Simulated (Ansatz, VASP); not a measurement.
## Zn4SeS3: VASP beside Ansatz

```
CELL_PARAMETERS angstrom
3.90063 0.00000 0.00000
0.00000 3.90063 0.00000
0.00000 0.00000 11.02761
ATOMIC_POSITIONS crystal
Zn 0.50000 0.00000 0.87852
Zn 0.00000 0.50000 0.12148
Zn 0.50000 0.00000 0.36488
Zn 0.00000 0.50000 0.63513
Se 0.00000 0.00000 0.50000
S 0.00000 0.00000 0.00000
S 0.50000 0.50000 0.24318
S 0.50000 0.50000 0.75682
```

Alike in both runs: functional PBE; k mesh 8 × 8 × 4; occupations gaussian, width 0.02 eV; no spin polarisation.

Ansatz relaxed the structure, and its values are those at the end. VASP's run is a single point on that final structure, the one shown.

|  | VASP | Ansatz |
| --- | --- | --- |
| version | VASP 6.6.1 | Ansatz 0.2.0 |
| potentials or method | VASP PAW PBE potentials, release 64 (Zn, Se, S), cutoff 520 eV | scalar-relativistic, plane waves, PAW |
| valence electrons in the cell | 72 | 82 |

VASP gave:

* gap on the k mesh at the Fermi level (eV): 1.70
* least direct gap on the mesh (eV): 1.70
* pressure (GPa): 0.2

What did Ansatz give for the same quantities?

gap on the k mesh at the Fermi level (eV): 1.70; least direct gap on the mesh (eV): 1.70; pressure (GPa): 0.0.

With one functional, cell and mesh, what is left measures potentials, basis and numerics. VASP's potentials hold 72 valence electrons a cell and Ansatz's 82, so a difference there can come from the potentials and not from the codes.
